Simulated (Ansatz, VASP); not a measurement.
**Two plane-wave programs on Te2Mo**

```
Te Mo
1.0
     3.51820    0.00000    0.00000
    -1.75910    3.04685    0.00000
     0.00000    0.00000   13.69413
Te Mo
4 2
Cartesian
  0.0000 2.0312 8.4604
  1.7591 1.0156 1.6133
  0.0000 2.0312 12.0808
  1.7591 1.0156 5.2338
  0.0000 2.0312 3.4235
  1.7591 1.0156 10.2706
```

Change from the starting cell: z stretched by -2 %, ions relaxed.

Alike in both runs: functional PBE; k mesh 14 × 14 × 3; occupations fermi-dirac, width 0.02 eV; no spin polarisation.

Ansatz relaxed the structure, and its values are those at the end. VASP's run is a single point on that final structure, the one shown.

|  | VASP | Ansatz |
| --- | --- | --- |
| version | VASP 6.6.1 | Ansatz 0.2.0 |
| potentials or method | VASP PAW PBE potentials, release 64 (Te, Mo_sv) | plane-wave PAW, scalar-relativistic |
| plane-wave cutoff (eV) | 520 | 420 |
| valence electrons in the cell | 52 | 92 |

|  | VASP | Ansatz | Ansatz less VASP |
| --- | --- | --- | --- |
| pressure (GPa) | 2.9 | 2.9 | -0.01 |
| rms of the force components (eV/Å) | 0.006 | 0.001 | -0.0048 |

The functional is the same, so the differences come from potentials, cutoffs and numerics. VASP's potentials hold 52 valence electrons a cell and Ansatz's 92, so a difference there can come from the potentials and not from the codes. Ansatz's warnings: stress scf threshold loose.

Spin-orbit coupling is off throughout.
